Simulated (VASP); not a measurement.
BeS5:

```
CELL_PARAMETERS angstrom
6.07190 0.00000 0.00000
0.00000 6.07190 0.00000
0.00000 0.00000 4.06492
ATOMIC_POSITIONS crystal
Be 0.00000 0.00000 0.50000
S 0.84714 0.50000 0.00000
S 0.15286 0.50000 0.00000
S 0.50000 0.15286 0.00000
S 0.50000 0.84714 0.00000
S 0.50000 0.50000 0.50000
```

The cell was built from a structure type or drawn by symmetry, and may not be a known phase.

| Item | Value |
| --- | --- |
| Program | VASP 6.6.1 |
| Task | relaxation of cell and atoms |
| Functional | PBE |
| Potentials or basis | VASP PAW PBE potentials, release 64 (Be, S) |
| Cutoff | 600 eV |
| k mesh | 4 × 4 × 4 |
| Occupations | gaussian, width 0.1 eV |
| Spin | no spin polarisation |

At the start: pressure 2.0 GPa; volume 24.98 Å³/atom.

Question: Where does the relaxation end?

Answer: Over 23 steps the energy falls by 37.4 meV/atom and the volume is 23.38 Å³/atom (-6.4 %); space group P4/mmm (No. 123, to 0.1 Å) before and after.

The path:
| step | energy change (eV) | largest force (eV/Å) | pressure (GPa) | volume (Å³) |
| --- | --- | --- | --- | --- |
| 1 | 0.0000 | 1.6422 | 2.03 | 149.87 |
| 2 | 0.2099 | 1.7409 | -3.84 | 156.81 |
| 3 | -0.0990 | 0.0289 | -0.51 | 152.08 |
| 4 | -0.0992 | 0.0220 | -0.43 | 151.99 |
| 5 | -0.0993 | 0.0470 | -0.39 | 151.95 |
| 6 | -0.1026 | 0.0402 | -0.26 | 150.79 |
| 7 | -0.1068 | 0.0205 | 0.16 | 147.44 |
| 8 | -0.1078 | 0.1588 | -0.12 | 147.33 |
| 9 | -0.1078 | 0.1228 | -0.06 | 147.36 |
| 10 | -0.1090 | 0.1247 | -0.07 | 147.24 |
| 11 | -0.1127 | 0.1300 | -0.08 | 146.90 |
| 12 | -0.1222 | 0.1527 | -0.10 | 146.19 |
| 13 | -0.1600 | 0.2671 | -0.17 | 144.61 |
| 14 | -0.2915 | 0.2221 | -0.30 | 140.86 |
| 15 | -0.1580 | 0.1644 | 1.45 | 130.88 |
| 16 | -0.1527 | 0.2027 | 1.75 | 129.78 |
| 17 | -0.1564 | 0.1940 | 1.57 | 130.42 |
| 18 | -0.2034 | 0.3552 | -0.05 | 136.92 |
| 19 | -0.2069 | 0.3982 | -0.57 | 139.35 |
| 20 | -0.1943 | 0.7284 | 0.71 | 141.44 |
| 21 | -0.2167 | 0.0163 | -0.07 | 140.22 |
| 22 | -0.2218 | 0.0184 | -0.02 | 140.26 |
| 23 | -0.2242 | 0.0236 | 0.07 | 140.29 |

Final structure:
```
Be S
1.0
     6.89251    0.00000    0.00000
     0.00000    6.89251    0.00000
     0.00000    0.00000    2.95300
Be S
1 5
Direct
  0.00000 0.00000 0.50000
  0.86020 0.50000 0.00000
  0.13980 0.50000 0.00000
  0.50000 0.13980 0.00000
  0.50000 0.86020 0.00000
  0.50000 0.50000 0.50000
```

Caveat: the k points lie up to 0.53 Å⁻¹ apart in the final cell; a cell axis changed by over 15 % at a fixed basis, so the end point is rough.
